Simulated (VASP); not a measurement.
# HgSe (F-43m) in VASP: further runs

Runs on HgSe. Level: PBEsol. Tasks: single point.

All numbers are computed with VASP 6.6.1; they aren't measurements. Logs are shortened: lines on timing, memory, paths and dates and some standing lists are left out, and cuts for length are marked.

### Step 1. The cell of the first run

The structure is cubic, space group F-43m (No. 216). Conventional cell: a = 6.134 Å, b = 6.134 Å, c = 6.134 Å, α = 90.00°, β = 90.00°, γ = 90.00°. Hg (site symmetry -43m) has 4 Se at 2.66 Å within 3.5 Å. Se (site symmetry -43m) has 4 Hg at 2.66 Å within 3.5 Å.

### Step 2. Single point, PBEsol

The input, INCAR:

```
SYSTEM = HgSe
  PREC = Accurate
  ENCUT = 500
  EDIFF = 1E-6
  ISMEAR = 0
  SIGMA = 0.1
  LREAL = .False.
  LASPH = .True.
  NELM = 120
  ALGO = Normal
  ISIF = 2
  LWAVE = .False.
  LCHARG = .False.
  GGA = PS
  NBANDS = 16
  GGA_COMPAT = .False.
```

The input, KPOINTS:

```
Automatic mesh
0
Gamma
  12 12 12
  0 0 0
```

The input, POSCAR:

```
HgSe
1.0
    0.0000000000      3.0669769427      3.0669769427
    3.0669769427      0.0000000000      3.0669769427
    3.0669769427      3.0669769427      0.0000000000
Hg Se
1 1
Direct
    0.0000000000      0.0000000000      0.0000000000
    0.2500000000      0.2500000000      0.2500000000
```

Potentials or basis: VASP PAW PBE potentials, release 64 (Hg, Se).

Run with:

```bash
$ cat potpaw_PBE.64/Hg/POTCAR potpaw_PBE.64/Se/POTCAR > POTCAR
$ mpirun -np 1 vasp_std > vasp.out
```

OUTCAR:

```text
SYSTEM = HgSe
   PREC = Accurate
   ENCUT = 500
   EDIFF = 1E-6
   ISMEAR = 0
   LREAL = .False.
   LASPH = .True.
   NELM = 120
   ISIF = 2
   GGA = PS

 ion  position               nearest neighbor table
   1  0.000  0.000  0.000-   2 2.66   2 2.66   2 2.66   2 2.66
   2  0.250  0.250  0.250-   1 2.66   1 2.66   1 2.66   1 2.66

  LATTYP: Found a face centered cubic cell.
 ALAT       =     6.1339538854

  Lattice vectors:

 A1 = (   0.0000000000,   3.0669769427,   3.0669769427)
 A2 = (   3.0669769427,   0.0000000000,   3.0669769427)
 A3 = (   3.0669769427,   3.0669769427,   0.0000000000)

Analysis of symmetry for initial positions (statically):
=====================================================================
 Subroutine PRICEL returns:
 Original cell was already a primitive cell.

 Routine SETGRP: Setting up the symmetry group for a
 face centered cubic supercell.

 Subroutine GETGRP returns: Found 24 space group operations
 (whereof 24 operations were pure point group operations)
 out of a pool of 48 trial point group operations.

The static configuration has the point symmetry T_d .

Analysis of symmetry for dynamics (positions and initial velocities):
=====================================================================
 Subroutine PRICEL returns:
 Original cell was already a primitive cell.

 Routine SETGRP: Setting up the symmetry group for a
 face centered cubic supercell.

 Subroutine GETGRP returns: Found 24 space group operations
 (whereof 24 operations were pure point group operations)
 out of a pool of 48 trial point group operations.

The dynamic configuration has the point symmetry T_d .

 Subroutine INISYM returns: Found 24 space group operations
 (whereof 24 operations are pure point group operations),
 and found     1 'primitive' translations

----------------------------------------------------------------------------------------

                                     Primitive cell

  volume of cell :      57.6981

  direct lattice vectors                    reciprocal lattice vectors
     0.000000000  3.066976943  3.066976943    -0.163026984  0.163026984  0.163026984
     3.066976943  0.000000000  3.066976943     0.163026984 -0.163026984  0.163026984
     3.066976943  3.066976943  0.000000000     0.163026984  0.163026984 -0.163026984

  length of vectors
     4.337360388  4.337360388  4.337360388     0.282371019  0.282371019  0.282371019

  position of ions in fractional coordinates (direct lattice)
     0.000000000  0.000000000  0.000000000
     0.250000000  0.250000000  0.250000000

  ion indices of the primitive-cell ions
   primitive index   ion index
                 1           1
                 2           2

----------------------------------------------------------------------------------------

 KPOINTS: Automatic mesh

Automatic generation of k-mesh.
 Grid dimensions read from file:
 generate k-points for:   12   12   12

 Generating k-lattice:

  Cartesian coordinates                     Fractional coordinates (reciprocal lattice)
    -0.013585582  0.013585582  0.013585582     0.083333333  0.000000000  0.000000000
     0.013585582 -0.013585582  0.013585582     0.000000000  0.083333333  0.000000000
     0.013585582  0.013585582 -0.013585582     0.000000000  0.000000000  0.083333333

  Length of vectors
     0.023530918  0.023530918  0.023530918

  Shift w.r.t. Gamma in fractional coordinates (k-lattice)
     0.000000000  0.000000000  0.000000000

 Subroutine IBZKPT returns following result:
 ===========================================

 Found     72 irreducible k-points:

 Following reciprocal coordinates:
            Coordinates               Weight
  0.000000  0.000000  0.000000      1.000000
  0.083333  0.000000  0.000000      8.000000
  0.166667  0.000000  0.000000      8.000000
  0.250000  0.000000  0.000000      8.000000
  0.333333  0.000000  0.000000      8.000000
  0.416667  0.000000  0.000000      8.000000
[... 16 lines left out ...]
  0.500000  0.166667  0.000000     24.000000
 -0.416667  0.166667  0.000000     24.000000
 [... further k-points ...]
   k-points           NKPTS =     72   k-points in BZ     NKDIM =     72   number of bands    NBANDS=     16
   number of dos      NEDOS =    301   number of ions     NIONS =      2
   total plane-waves  NPLWV =  32768
   dimension x,y,z NGX =    32 NGY =   32 NGZ =   32
   dimension x,y,z NGXF=    64 NGYF=   64 NGZF=   64
   ions per type =               1   1
   NGX,Y,Z   is equivalent  to a cutoff of  12.27, 12.27, 12.27 a.u.
   NGXF,Y,Z  is equivalent  to a cutoff of  24.53, 24.53, 24.53 a.u.
 SYSTEM =  HgSe
   PREC   = accura    normal or accurate (medium, high low for compatibility)
   ISTART =      0    job   : 0-new  1-cont  2-samecut
   ICHARG =      2    charge: 1-file 2-atom 10-const
   ISPIN  =      1    spin polarized calculation?
   LNONCOLLINEAR =      F non collinear calculations
   LSORBIT =      F    spin-orbit coupling
   LASPH  =      T    aspherical Exc in radial PAW
   ENCUT  =  500.0 eV  36.75 Ry    6.06 a.u.   7.91  7.91  7.91*2*pi/ulx,y,z
   NELM   =    120;   NELMIN=  2; NELMDL= -5     # of ELM steps
   EDIFF  = 0.1E-05   stopping-criterion for ELM
   LREAL  =      F    real-space projection
   EDIFFG = 0.1E-04   stopping-criterion for IOM
   NSW    =      0    number of steps for IOM
   IBRION =     -1    ionic relax: 0-MD 1-quasi-New 2-CG
   NFREE  =      0    steps in history (QN), initial steepest desc. (CG)
   ISIF   =      2    stress and relaxation
   ISYM   =      2    0-nonsym 1-usesym 2-fastsym
   POTIM  = 0.5000    time-step for ionic-motion
   TEBEG  =    0.0;   TEEND  =   0.0 temperature during run
   PSTRESS=    0.0 pullay stress
   NELECT =      18.0000    total number of electrons
   NUPDOWN=      -1.0000    fix difference up-down
   EMIN   =  10.00;   EMAX   =-10.00  energy-range for DOS
   EFERMI =   0.00;   METHOD = LEGACY
   ISMEAR =     0;   SIGMA  =   0.10  broadening in eV -4-tet -1-fermi 0-gaus
   EFERMI_NEDOS =   21; number of points for ismear=-14 and -15
   IALGO  =     38    algorithm
   IMIX   =      4    mixing-type and parameters
     AMIX     =   0.40;   BMIX     =  1.00
     AMIX_MAG =   1.60;   BMIX_MAG =  1.00
  volume/ion in A,a.u.               =      28.85       194.68
  Fermi-wavevector in a.u.,A,eV,Ry     =   1.110312  2.098186 16.773173  1.232793
  Thomas-Fermi vector in A             =   2.246862
   LORBIT       =      0    0 simple, 1 ext, 2 COOP (PROOUT), +10 PAW based schemes
   GGA     = PS    functional components
   LHFCALC =     F    Hartree Fock is set to
   AEXX    =    0.0000 exact exchange contribution
   IVDW    =     0    specifies the selected vdW correction
   LEPSILON=     F    determine dielectric tensor
   LRPA    =     F    only Hartree local field effects (RPA)
 non-spin polarized calculation
 Gauss-broadening in eV      SIGMA  =   0.10
  energy-cutoff  :      500.00
  volume of cell :       57.70
 maximum number of plane-waves:      1484
   NGX = 15   NGY = 15   NGZ = 15

 number of electron      18.0000001 magnetization

 Free energy of the ion-electron system (eV)
  ---------------------------------------------------
  ext. energy  EPLUGINS =         0.00000000
  ---------------------------------------------------
  free energy    TOTEN  =        -4.81049758 eV

  energy without entropy =       -4.81033646  energy(sigma->0) =       -4.81041702

 E-fermi :   1.4370     XC(G=0):  -9.1373

 val. band max:        1.3687152893   @ k =   0.0000   0.0000   0.0000
 cond. band min:       1.6946639608   @ k =   0.0833   0.0000   0.0000
 fundamental gap:      0.3259486715
 Fermi energy:         1.4369778680

 k-point     1 :       0.0000    0.0000    0.0000
  band No.  band energies     occupation
      1     -11.9464      2.00000
      2      -5.6534      2.00000
      3      -5.6534      2.00000
      4      -5.6534      2.00000
      5      -4.9441      2.00000
      6      -4.9441      2.00000
[... 8 lines left out ...]
     15      12.5971      0.00000
     16      12.5971      0.00000

 k-point     2 :       0.0833    0.0000    0.0000
  band No.  band energies     occupation
      1     -11.9174      2.00000
      2      -5.6425      2.00000
      3      -5.6400      2.00000
      4      -5.6400      2.00000
      5      -4.9454      2.00000
      6      -4.9454      2.00000
[... 8 lines left out ...]
     15      12.0098      0.00000
     16      12.0098      0.00000

 k-point     3 :       0.1667    0.0000    0.0000
  band No.  band energies     occupation
      1     -11.8372      2.00000
      2      -5.6043      2.00000
      3      -5.6043      2.00000
      4      -5.5979      2.00000
      5      -4.9465      2.00000
      6      -4.9465      2.00000
[... 8 lines left out ...]
     15      11.5170      0.00000
     16      11.5170      0.00000

 k-point     4 :       0.2500    0.0000    0.0000
  band No.  band energies     occupation
      1     -11.7248      2.00000
      2      -5.5595      2.00000
      3      -5.5595      2.00000
      4      -5.4887      2.00000
      5      -4.9414      2.00000
      6      -4.9414      2.00000
[... 8 lines left out ...]
     15      11.4257      0.00000
     16      11.4257      0.00000
[... 324 lines left out ...]
 k-point    22 :       0.4167    0.1667    0.0000
  band No.  band energies     occupation
      1     -11.5145      2.00000
      2      -5.5018      2.00000
      3      -5.4227      2.00000
      4      -5.2070      2.00000
      5      -4.8923      2.00000
      6      -4.8863      2.00000
[... 8 lines left out ...]
     15      12.5019      0.00000
     16      13.1109      0.00000

 k-point    23 :       0.5000    0.1667    0.0000
  band No.  band energies     occupation
      1     -11.4532      2.00000
      2      -5.4750      2.00000
      3      -5.4127      2.00000
      4      -5.0331      2.00000
      5      -4.8922      2.00000
      6      -4.7001      2.00000
[... 8 lines left out ...]
     15      12.5791      0.00000
     16      13.2118      0.00000

 k-point    24 :      -0.4167    0.1667    0.0000
  band No.  band energies     occupation
      1     -11.4452      2.00000
      2      -5.4649      2.00000
      3      -5.4224      2.00000
      4      -4.9669      2.00000
      5      -4.9157      2.00000
      6      -4.6451      2.00000
[... 8 lines left out ...]
     15      12.3358      0.00000
     16      12.5279      0.00000

 [... further k-points ...]
[... 5 lines left out ...]
  --------------------------------------------------------------------------------------
  -------------------------------------------------------------------------------------
  Total        0.0921924      0.0921924      0.0921924      0.0000000     -0.0000000      0.0000000
  in kB        2.5600246      2.5600246      2.5600246      0.0000000     -0.0000000      0.0000000
  external PRESSURE =       2.5600246 kB  Pullay stress =       0.0000000 kB

 VOLUME and BASIS-vectors are now :
 -----------------------------------------------------------------------------
  energy-cutoff  :      500.00
  volume of cell :       57.70
      direct lattice vectors                 reciprocal lattice vectors
     0.000000000  3.066976943  3.066976943    -0.163026984  0.163026984  0.163026984
     3.066976943  0.000000000  3.066976943     0.163026984 -0.163026984  0.163026984
     3.066976943  3.066976943  0.000000000     0.163026984  0.163026984 -0.163026984

 POSITION                                       TOTAL-FORCE (eV/Angst)
 -----------------------------------------------------------------------------------
      0.00000      0.00000      0.00000        -0.000000     -0.000000      0.000000
      1.53349      1.53349      1.53349         0.000000      0.000000     -0.000000
 -----------------------------------------------------------------------------------
    total drift:                               -0.000000     -0.000000     -0.000000

  FREE ENERGIE OF THE ION-ELECTRON SYSTEM (eV)
  ---------------------------------------------------
  free  energy   TOTEN  =        -4.8104975824 eV

  energy  without entropy=       -4.8103364604  energy(sigma->0) =       -4.81041702
```

Run time: 30 s. Hardware: 1 thread of AMD EPYC 9R45 (Zen 5), shared host; peak memory 0.19 GiB.

What came out:

```
Free energy            : -4.8105 eV
Pressure               : 0.3 GPa
Band gap on the k mesh : zero (filled and empty bands touch)
```

Levels at points of the mesh, in eV from the Fermi level:
| k point | band 7 | band 8 | band 9 | band 10 | band 11 | band 12 |
| --- | --- | --- | --- | --- | --- | --- |
| (0.00, 0.00, 0.00) | -1.13 | -0.07 | -0.07 | -0.07 | 5.38 | 5.38 |
| (0.50, 0.00, 0.00) | -5.47 | -1.00 | -1.00 | 0.96 | 6.12 | 6.12 |
| (0.50, 0.50, 0.00) | -5.07 | -2.29 | -2.29 | 2.63 | 2.86 | 8.21 |

Caveat: the PAW data sets were made with another functional, which shifts forces and pressure a little; spin-orbit coupling is left out, which moves the levels of the heavy elements.

### Step 3. Single point, PBEsol, non-collinear spin, zero start, spin-orbit coupling

The input, INCAR:

```
PREC = Accurate
ENCUT = 500
EDIFF = 1E-6
ISMEAR = 0
SIGMA = 0.1
LREAL = F
LASPH = T
NELM = 200
ALGO = Normal
ISIF = 2
LWAVE = F
LCHARG = F
MAGMOM = 0 0 0 0 0 0
LORBIT = 11
LSORBIT = T
GGA_COMPAT = F
LORBMOM = T
GGA = PS
NBANDS = 30
```

The input, KPOINTS:

```
Automatic mesh
0
Gamma
  12 12 12
```

POSCAR is that of step 2.

Potentials or basis: VASP PAW PBE potentials, release 64 (Hg, Se).

Run with:

```bash
$ cat potpaw_PBE.64/Hg/POTCAR potpaw_PBE.64/Se/POTCAR > POTCAR
$ mpirun -np 1 vasp_ncl > vasp.out
```

OUTCAR:

```text
PREC = Accurate
   ENCUT = 500
   EDIFF = 1E-6
   ISMEAR = 0
   LREAL = F
   LASPH = T
   NELM = 200
   ISIF = 2
   LORBIT = 11
   LSORBIT = T
   GGA = PS

 ion  position               nearest neighbor table
   1  0.000  0.000  0.000-   2 2.66   2 2.66   2 2.66   2 2.66
   2  0.250  0.250  0.250-   1 2.66   1 2.66   1 2.66   1 2.66

  LATTYP: Found a face centered cubic cell.
 ALAT       =     6.1339538854

  Lattice vectors:

 A1 = (   0.0000000000,   3.0669769427,   3.0669769427)
 A2 = (   3.0669769427,   0.0000000000,   3.0669769427)
 A3 = (   3.0669769427,   3.0669769427,   0.0000000000)

[... 1085 lines left out ...]
    -0.0000133    -0.0000033     0.0000000    -0.0000033     0.0000000
 l=   3
     0.0000000     0.0000000     0.0000000     0.0000000     0.0000000     0.0000000     0.0000000
     0.0000000     0.0000000     0.0000000     0.0000000     0.0000000     0.0000000     0.0000000
     0.0000000     0.0000000     0.0000000     0.0000000     0.0000000     0.0000000     0.0000000
     0.0000000     0.0000000     0.0000000     0.0000000     0.0000000     0.0000000     0.0000000
     0.0000000     0.0000000     0.0000000     0.0000000     0.0000000     0.0000000     0.0000000
     0.0000000     0.0000000     0.0000000     0.0000000     0.0000000     0.0000000     0.0000000
     0.0000000     0.0000000     0.0000000     0.0000000     0.0000000     0.0000000     0.0000000

 total charge

# of ion       s       p       d       tot
------------------------------------------
    1        0.711   0.408   9.381  10.499
    2        1.466   2.277   0.034   3.777
--------------------------------------------------
tot          2.176   2.685   9.416  14.277

 magnetization (x)

# of ion       s       p       d       tot
------------------------------------------
    1        0.000  -0.000  -0.000  -0.000
    2        0.000  -0.000   0.000  -0.000
--------------------------------------------------
tot          0.000  -0.000  -0.000  -0.000

 magnetization (y)

# of ion       s       p       d       tot
------------------------------------------
    1        0.000   0.000   0.000   0.000
    2        0.000   0.000  -0.000  -0.000
--------------------------------------------------
tot          0.000   0.000  -0.000  -0.000

 magnetization (z)

# of ion       s       p       d       tot
------------------------------------------
    1       -0.000  -0.000  -0.000  -0.000
    2       -0.000   0.000  -0.000   0.000
--------------------------------------------------
tot         -0.000   0.000  -0.000   0.000
```

OSZICAR:

```text
N       E                     dE             d eps       ncg     rms          rms(c)
DAV:   1     0.121240781847E+03    0.12124E+03   -0.80414E+03  6976   0.104E+03
DAV:   2     0.837519942652E+00   -0.12040E+03   -0.11388E+03  7662   0.265E+02
DAV:   3    -0.538048692035E+01   -0.62180E+01   -0.61672E+01  8184   0.601E+01
DAV:   4    -0.542450905570E+01   -0.44022E-01   -0.44001E-01  7878   0.504E+00
DAV:   5    -0.542474227909E+01   -0.23322E-03   -0.23322E-03  8164   0.347E-01    0.914E+00
DAV:   6    -0.512843081816E+01    0.29631E+00   -0.46445E-01  8974   0.110E+01    0.688E+00
DAV:   7    -0.512029179833E+01    0.81390E-02   -0.17348E-01  7824   0.304E+00    0.295E+00
DAV:   8    -0.511749653033E+01    0.27953E-02   -0.22645E-02  7758   0.200E+00    0.845E-01
DAV:   9    -0.511725326015E+01    0.24327E-03   -0.10680E-03  8094   0.378E-01    0.135E-01
DAV:  10    -0.511716497300E+01    0.88287E-04   -0.79042E-04  7576   0.408E-01    0.439E-02
DAV:  11    -0.511715619419E+01    0.87788E-05   -0.11033E-04  7824   0.153E-01    0.248E-02
DAV:  12    -0.511716115124E+01   -0.49570E-05   -0.26806E-05  7728   0.571E-02    0.231E-02
DAV:  13    -0.511716020423E+01    0.94701E-06   -0.33200E-06  7824   0.237E-02
   1 F= -.51171602E+01 E0= -.51170906E+01  d E =-.139167E-03  mag=     0.0000    -0.0000    -0.0000
```

stdout:

```text
POSCAR found type information on POSCAR HgSe
 POSCAR found :  2 types and       2 ions
 scaLAPACK will be used
 -----------------------------------------------------------------------------
|                                                                             |
|                                                                             |
|     You enforced a specific xc type in the INCAR file but a different       |
|     I HOPE YOU KNOW WHAT YOU ARE DOING!                                     |
|                                                                             |
 -----------------------------------------------------------------------------

 LDA part: xc-table for (Slater+PW92), standard interpolation
 POSCAR, INCAR and KPOINTS ok, starting setup
 FFT: planning ... GRIDC
 FFT: planning ... GRID_SOFT
 FFT: planning ... GRID
 WAVECAR not read
 entering main loop
```

Run time: 3.2 min. Hardware: 1 thread of AMD EPYC 9R45 (Zen 5), shared host; peak memory 0.46 GiB.

Results:

* Free energy: -5.1172 eV
* Pressure: -0.1 GPa
* Net moment: 0.00 μB per cell
* Valence electrons inside the program's atomic spheres: Hg 10.50; Se 3.78

Moments on the atoms (μB; x, y, z):
```
Hg  0.00 0.00 0.00
Se  0.00 0.00 0.00
```

Caveat: the PAW data sets were made with another functional, which shifts forces and pressure a little.
